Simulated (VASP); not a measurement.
Input of a VASP 6.6.1 run:

File INCAR:

```
PREC = Accurate ; ENCUT = 520
EDIFF = 1E-8 ; ISMEAR = -1
SIGMA = 0.05 ; LREAL = False
LASPH = True ; NELM = 60
ALGO = Normal ; ISIF = 2
LWAVE = False ; LCHARG = False
GGA = PS ; LEFG = True
NBANDS = 18
```

Contents of KPOINTS:

```
Automatic mesh
0
Gamma
  12 12 12
  0.5 0.5 0.5
```

The input POSCAR:

```
TlOs
1.0
    1.5374127670     -0.8876256748      4.3915178759
    0.0000000000      1.7752513497      4.3915178759
   -1.5374127670     -0.8876256748      4.3915178759
Os Tl
1 1
Direct
    0.0000000000      0.0000000000      0.0000000000
    0.5000000000      0.5000000000      0.5000000000
```

Potentials or basis: VASP PAW PBE potentials, release 64 (Os, Tl_d).

Command:

```console
$ cat potpaw_PBE.64/Os/POTCAR potpaw_PBE.64/Tl_d/POTCAR > POTCAR
$ mpirun -np 1 vasp_std > vasp.out
```

What does it give for the pressure?

-3.2 GPa.

What does it give for the band gap on the k mesh?

Zero (an odd number of electrons rules out a gap without spin polarisation).

Stress tensor (GPa, compression positive):
```
-3.48  0.00  0.00
 0.00 -3.48  0.00
 0.00  0.00 -2.68
```

Caveat: the cell stands under tension; without QUAD_EFG the Cq values of the log hold for a quadrupole moment of 1 mb, not for the nuclei; the PAW data sets were made with another functional, which shifts forces and pressure a little; spin-orbit coupling is left out, which moves the levels of the heavy elements.
